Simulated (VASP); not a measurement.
# CaMg3 (I4/mmm) in VASP: further runs, part 2 of 2

VASP 6.6.1. Earlier steps stand in the parts before.

**3. Single point, LDA**

This run uses another cell than the first one, of 26.80 Å³/atom, 1.030 times its volume.

Contents of INCAR:

```
SYSTEM = CaMg3
PREC = Accurate ; ENCUT = 520
EDIFF = 1E-7 ; ISMEAR = 1
SIGMA = 0.05 ; LREAL = .FALSE.
LASPH = .TRUE. ; NELM = 60
ALGO = Normal ; ISIF = 2
LWAVE = .FALSE. ; LCHARG = .TRUE.
LELF = .TRUE. ; LVHAR = .TRUE.
NBANDS = 16
```

Contents of KPOINTS:

```
Automatic mesh
0
G
  6 6 6
  0 0 0
```

Contents of POSCAR:

```
CaMg3
1.0
   -2.6694247787      2.6694247787      3.7614637079
    2.6694247787     -2.6694247787      3.7614637079
    2.6694247787      2.6694247787     -3.7614637079
Ca Mg
1 3
Direct
    0.0000000000      0.0000000000      0.0000000000
    0.5000000000      0.5000000000      0.0000000000
    0.2500000000      0.7500000000      0.5000000000
    0.7500000000      0.2500000000      0.5000000000
```

Potentials or basis: VASP PAW LDA potentials, release 64 (Ca_sv, Mg).

Started as:

```bash
> cat potpaw_LDA.64/Ca_sv/POTCAR potpaw_LDA.64/Mg/POTCAR > POTCAR
> mpirun -np 1 vasp_std > vasp.out
```

OUTCAR:

```text
SYSTEM = CaMg3
   PREC = Accurate
   ENCUT = 520
   EDIFF = 1E-7
   ISMEAR = 1
   LREAL = .FALSE.
   LASPH = .TRUE.
   NELM = 60
   ISIF = 2

 ion  position               nearest neighbor table
   1  0.000  0.000  0.000-   4 3.27   3 3.27   3 3.27   4 3.27   3 3.27   4 3.27   4 3.27   3 3.27

   2  0.500  0.500  0.000-   3 3.27   4 3.27   3 3.27   4 3.27   3 3.27   4 3.27   3 3.27   4 3.27

   3  0.250  0.750  0.500-   1 3.27   2 3.27   1 3.27   2 3.27   1 3.27   2 3.27   1 3.27   2 3.27

   4  0.750  0.250  0.500-   2 3.27   1 3.27   1 3.27   2 3.27   1 3.27   2 3.27   2 3.27   1 3.27

  LATTYP: Found a body centered tetragonal cell.
 ALAT       =     5.3388495574
 C/A-ratio  =     1.4090914784

  Lattice vectors:

 A1 = (  -2.6694247787,   2.6694247787,   3.7614637079)
 A2 = (   2.6694247787,  -2.6694247787,   3.7614637079)
 A3 = (   2.6694247787,   2.6694247787,  -3.7614637079)

Analysis of symmetry for initial positions (statically):
=====================================================================
 Subroutine PRICEL returns:
 Original cell was already a primitive cell.

 Routine SETGRP: Setting up the symmetry group for a
 body centered tetragonal supercell.

 Subroutine GETGRP returns: Found 16 space group operations
 (whereof 16 operations were pure point group operations)
 out of a pool of 16 trial point group operations.

The static configuration has the point symmetry D_4h.

Analysis of symmetry for dynamics (positions and initial velocities):
=====================================================================
 Subroutine PRICEL returns:
 Original cell was already a primitive cell.

 Routine SETGRP: Setting up the symmetry group for a
 body centered tetragonal supercell.

 Subroutine GETGRP returns: Found 16 space group operations
 (whereof 16 operations were pure point group operations)
 out of a pool of 16 trial point group operations.

The dynamic configuration has the point symmetry D_4h.

 Subroutine INISYM returns: Found 16 space group operations
 (whereof 16 operations are pure point group operations),
 and found     1 'primitive' translations

[... 115 lines left out ...]
   IALGO  =     38    algorithm
   IMIX   =      4    mixing-type and parameters
     AMIX     =   0.40;   BMIX     =  1.00
     AMIX_MAG =   1.60;   BMIX_MAG =  1.00
  volume/ion in A,a.u.               =      26.80       180.88
  Fermi-wavevector in a.u.,A,eV,Ry     =   0.868355  1.640953 10.259347  0.754041
  Thomas-Fermi vector in A             =   1.987022
   LORBIT       =      0    0 simple, 1 ext, 2 COOP (PROOUT), +10 PAW based schemes
   GGA     = CA    functional components
   LHFCALC =     F    Hartree Fock is set to
   AEXX    =    0.0000 exact exchange contribution
   IVDW    =     0    specifies the selected vdW correction
   LEPSILON=     F    determine dielectric tensor
   LRPA    =     F    only Hartree local field effects (RPA)
 non-spin polarized calculation
 Methfessel and Paxton  Order N= 1 SIGMA  =   0.05
  energy-cutoff  :      520.00
  volume of cell :      107.21
 maximum number of plane-waves:      2900
   NGX = 19   NGY = 19   NGZ = 19

 number of electron      16.0000000 magnetization

 Free energy of the ion-electron system (eV)
  ---------------------------------------------------
  ext. energy  EPLUGINS =         0.00000000
  ---------------------------------------------------
  free energy    TOTEN  =        -7.93332656 eV

  energy without entropy =       -7.93244890  energy(sigma->0) =       -7.93303401

 E-fermi :   2.1416     XC(G=0):  -8.5517

 val. band max:        2.1176084623   @ k =   0.3333   0.1667  -0.0000
 cond. band min:       2.1509437519   @ k =   0.3333   0.0000  -0.0000
 fundamental gap:      0.0333352896
 Fermi energy:         2.1415581964

 k-point     1 :       0.0000    0.0000    0.0000
  band No.  band energies     occupation
      1     -38.7365      2.00000
      2     -20.0685      2.00000
      3     -20.0685      2.00000
      4     -20.0681      2.00000
      5      -3.7145      2.00000
      6       2.3370     -0.00000
[... 433 lines left out ...]
      3     -20.0696      2.00000
      4     -20.0695      2.00000
      5      -2.8776      2.00000
      6       0.3484      2.00000
[... 8 lines left out ...]
     15       6.3276      0.00000
     16       6.5559      0.00000

 [... further k-points ...]
[... 5 lines left out ...]
  --------------------------------------------------------------------------------------
  -------------------------------------------------------------------------------------
  Total       -2.0801795     -2.0801795     -2.0821110      0.0000000      0.0000000      0.0000000
  in kB      -31.0855928    -31.0855928    -31.1144558      0.0000000      0.0000000      0.0000000
  external PRESSURE =     -31.0952138 kB  Pullay stress =       0.0000000 kB

 VOLUME and BASIS-vectors are now :
 -----------------------------------------------------------------------------
  energy-cutoff  :      520.00
  volume of cell :      107.21
      direct lattice vectors                 reciprocal lattice vectors
    -2.669424779  2.669424779  3.761463708     0.000000000  0.187306271  0.132926977
     2.669424779 -2.669424779  3.761463708     0.187306271  0.000000000  0.132926977
     2.669424779  2.669424779 -3.761463708     0.187306271  0.187306271  0.000000000

 POSITION                                       TOTAL-FORCE (eV/Angst)
 -----------------------------------------------------------------------------------
      0.00000      0.00000      0.00000        -0.000000      0.000000     -0.000000
      0.00000      0.00000      3.76146        -0.000000      0.000000     -0.000000
      2.66942      0.00000      1.88073         0.000000     -0.000000     -0.000000
      0.00000      2.66942      1.88073        -0.000000      0.000000      0.000000
 -----------------------------------------------------------------------------------
    total drift:                               -0.000000     -0.000000     -0.000000

  FREE ENERGIE OF THE ION-ELECTRON SYSTEM (eV)
  ---------------------------------------------------
  free  energy   TOTEN  =        -7.9333265604 eV

  energy  without entropy=       -7.9324488967  energy(sigma->0) =       -7.93303401
```

OSZICAR:

```text
N       E                     dE             d eps       ncg     rms          rms(c)
DAV:   1     0.745083319845E+02    0.74508E+02   -0.62400E+03   960   0.814E+02
DAV:   2    -0.542220576997E+01   -0.79931E+02   -0.77424E+02  1160   0.187E+02
DAV:   3    -0.800929339101E+01   -0.25871E+01   -0.25308E+01  1696   0.295E+01
DAV:   4    -0.808203171780E+01   -0.72738E-01   -0.72724E-01  1128   0.416E+00
DAV:   5    -0.808342497655E+01   -0.13933E-02   -0.13932E-02  1576   0.534E-01    0.302E+00
DAV:   6    -0.795810734534E+01    0.12532E+00   -0.18278E-01  1352   0.287E+00    0.202E+00
DAV:   7    -0.793727036691E+01    0.20837E-01   -0.67941E-02  1392   0.166E+00    0.727E-01
DAV:   8    -0.793347846562E+01    0.37919E-02   -0.78388E-03  1264   0.834E-01    0.553E-02
DAV:   9    -0.793335394414E+01    0.12452E-03   -0.11979E-03  1576   0.178E-01    0.585E-02
DAV:  10    -0.793332710455E+01    0.26840E-04   -0.15914E-04  1240   0.115E-01    0.507E-03
DAV:  11    -0.793332657537E+01    0.52918E-06   -0.14656E-05  1352   0.254E-02    0.629E-03
DAV:  12    -0.793332656045E+01    0.14926E-07   -0.82717E-07  1584   0.772E-03
   1 F= -.79333266E+01 E0= -.79330340E+01  d E =-.877664E-03
```

Run time: 52 s. Hardware: 1 thread of Intel Xeon Platinum 8488C (Sapphire Rapids), shared host; peak memory 0.22 GiB.

Results:

```yaml
Free_energy: -7.9333 eV
Pressure: -3.1 GPa
Band_gap_on_the_k_mesh: zero (band 8 reaches 2.66 eV, above the bottom of band 9 at 1.45 eV)
```

Levels at points of the mesh, in eV from the Fermi level:
```csv
k point,band 6,band 7,band 8,band 9,band 10,band 11
"(0.00, 0.00, 0.00)",0.20,0.20,0.20,1.86,1.87,1.93
"(0.50, 0.00, 0.00)",-3.75,-0.09,-0.08,1.29,1.48,1.50
"(0.50, 0.50, 0.00)",-3.25,-1.52,-0.68,-0.68,0.28,2.56
"(0.50, 0.50, 0.50)",-3.24,-1.54,-0.69,-0.69,0.27,2.57
```

**4. Single point, LDA**

This run uses another cell than the first one, of 27.58 Å³/atom, 1.059 times its volume.

Contents of INCAR:

```
PREC     = Accurate       # precision mode
ENCUT    = 520            # plane-wave cutoff, eV
EDIFF    = 1E-7           # SCF threshold, eV
ISMEAR   = 1              # smearing method
SIGMA    = 0.05           # smearing width, eV
LREAL    = False          # projectors in reciprocal space
LASPH    = True           # aspherical terms in the spheres
NELM     = 100            # most SCF steps
ALGO     = Normal         # electronic algorithm
ISIF     = 2              # what is computed and relaxed
LWAVE    = False          # write WAVECAR
LCHARG   = False          # write CHGCAR
NBANDS   = 16             # bands
```

Contents of KPOINTS:

```
Automatic mesh
0
Gamma
  6 6 6
```

Contents of POSCAR:

```
CaMg3
1.0
   -2.6948494020      2.6948494020      3.7972893280
    2.6948494020     -2.6948494020      3.7972893280
    2.6948494020      2.6948494020     -3.7972893280
Ca Mg
1 3
Direct
    0.0000000000      0.0000000000      0.0000000000
    0.5000000000      0.5000000000      0.0000000000
    0.2500000000      0.7500000000      0.5000000000
    0.7500000000      0.2500000000      0.5000000000
```

Potentials or basis: VASP PAW LDA potentials, release 64 (Ca_sv, Mg).

Started as:

```bash
> cat potpaw_LDA.64/Ca_sv/POTCAR potpaw_LDA.64/Mg/POTCAR > POTCAR
> mpirun -np 1 vasp_std > vasp.out
```

OUTCAR:

```text
PREC = Accurate
   ENCUT = 520
   EDIFF = 1E-7
   ISMEAR = 1
   LREAL = False
   LASPH = True
   NELM = 100
   ISIF = 2

 ion  position               nearest neighbor table
   1  0.000  0.000  0.000-   4 3.30   3 3.30   3 3.30   4 3.30   3 3.30   4 3.30   4 3.30   3 3.30

   2  0.500  0.500  0.000-   3 3.30   4 3.30   3 3.30   4 3.30   3 3.30   4 3.30   3 3.30   4 3.30

   3  0.250  0.750  0.500-   1 3.30   2 3.30   1 3.30   2 3.30   1 3.30   2 3.30   1 3.30   2 3.30

   4  0.750  0.250  0.500-   2 3.30   1 3.30   1 3.30   2 3.30   1 3.30   2 3.30   2 3.30   1 3.30

[... 651 lines left out ...]
 [... further k-points ...]
[... 5 lines left out ...]
  --------------------------------------------------------------------------------------
  -------------------------------------------------------------------------------------
  Total       -2.5690045     -2.5690045     -2.5743827      0.0000000      0.0000000      0.0000000
  in kB      -37.3140827    -37.3140827    -37.3921991      0.0000000      0.0000000      0.0000000
  external PRESSURE =     -37.3401215 kB  Pullay stress =       0.0000000 kB

 VOLUME and BASIS-vectors are now :
 -----------------------------------------------------------------------------
  energy-cutoff  :      520.00
  volume of cell :      110.31
      direct lattice vectors                 reciprocal lattice vectors
    -2.694849402  2.694849402  3.797289328     0.000000000  0.185539125  0.131672874
     2.694849402 -2.694849402  3.797289328     0.185539125  0.000000000  0.131672874
     2.694849402  2.694849402 -3.797289328     0.185539125  0.185539125  0.000000000

 POSITION                                       TOTAL-FORCE (eV/Angst)
 -----------------------------------------------------------------------------------
      0.00000      0.00000      0.00000         0.000000     -0.000000     -0.000000
      0.00000      0.00000      3.79729         0.000000     -0.000000     -0.000000
      2.69485     -0.00000      1.89864         0.000000     -0.000000      0.000000
     -0.00000      2.69485      1.89864        -0.000000      0.000000     -0.000000
 -----------------------------------------------------------------------------------
    total drift:                               -0.000000     -0.000000      0.000000

  FREE ENERGIE OF THE ION-ELECTRON SYSTEM (eV)
  ---------------------------------------------------
  free  energy   TOTEN  =        -7.8673937710 eV

  energy  without entropy=       -7.8664733902  energy(sigma->0) =       -7.86708698
```

OSZICAR:

```text
N       E                     dE             d eps       ncg     rms          rms(c)
DAV:   1     0.676965069518E+02    0.67697E+02   -0.62062E+03   968   0.811E+02
DAV:   2    -0.544992470361E+01   -0.73146E+02   -0.70730E+02  1184   0.182E+02
DAV:   3    -0.795349067626E+01   -0.25036E+01   -0.24612E+01  1672   0.281E+01
DAV:   4    -0.801079288672E+01   -0.57302E-01   -0.57243E-01  1152   0.380E+00
DAV:   5    -0.801211573026E+01   -0.13228E-02   -0.13224E-02  1576   0.501E-01    0.303E+00
DAV:   6    -0.789125164632E+01    0.12086E+00   -0.17698E-01  1368   0.280E+00    0.203E+00
DAV:   7    -0.787126219160E+01    0.19989E-01   -0.67749E-02  1400   0.165E+00    0.718E-01
DAV:   8    -0.786755253929E+01    0.37097E-02   -0.78426E-03  1280   0.827E-01    0.559E-02
DAV:   9    -0.786742388211E+01    0.12866E-03   -0.12600E-03  1568   0.182E-01    0.595E-02
DAV:  10    -0.786739428767E+01    0.29594E-04   -0.16832E-04  1256   0.117E-01    0.566E-03
DAV:  11    -0.786739377587E+01    0.51179E-06   -0.15192E-05  1392   0.241E-02    0.577E-03
DAV:  12    -0.786739377098E+01    0.48915E-08   -0.71327E-07  1528   0.703E-03
   1 F= -.78673938E+01 E0= -.78670870E+01  d E =-.920381E-03
```

stdout:

```text
POSCAR found type information on POSCAR CaMg
 POSCAR found :  2 types and       4 ions
 scaLAPACK will be used
 LDA part: xc-table for (Slater(with rela. corr.)+CA(PZ))
 , standard interpolation
 POSCAR, INCAR and KPOINTS ok, starting setup
 FFT: planning ... GRIDC
 FFT: planning ... GRID_SOFT
 FFT: planning ... GRID
 WAVECAR not read
 entering main loop
```

Run time: 59 s. Hardware: 1 thread of Intel Xeon Platinum 8488C (Sapphire Rapids), shared host; peak memory 0.22 GiB.

Results:

- Free energy: -7.8674 eV
- Pressure: -3.7 GPa
- Band gap on the k mesh: zero (band 8 reaches 2.55 eV, above the bottom of band 9 at 1.33 eV)

**5. The runs side by side**

```tsv
cell	gap on the mesh (eV)	pressure (GPa)
a = 5.277 Å, angles 119.9, 119.9, 90.2°, 4 atoms	none	-2.4
a = 5.329 Å, angles 119.9, 119.9, 90.2°, 4 atoms	none	-3.1
a = 5.380 Å, angles 119.9, 119.9, 90.2°, 4 atoms	none	-3.7
```

Alike in all rows: task single point; level LDA; potentials or basis VASP PAW LDA potentials, release 64 (Ca_sv, Mg); no spin polarisation; k mesh 6 × 6 × 6; cutoff (eV) 520; smearing methfessel-paxton 0.05 eV.

Absolute energies hang on the potentials; compare differences alone.
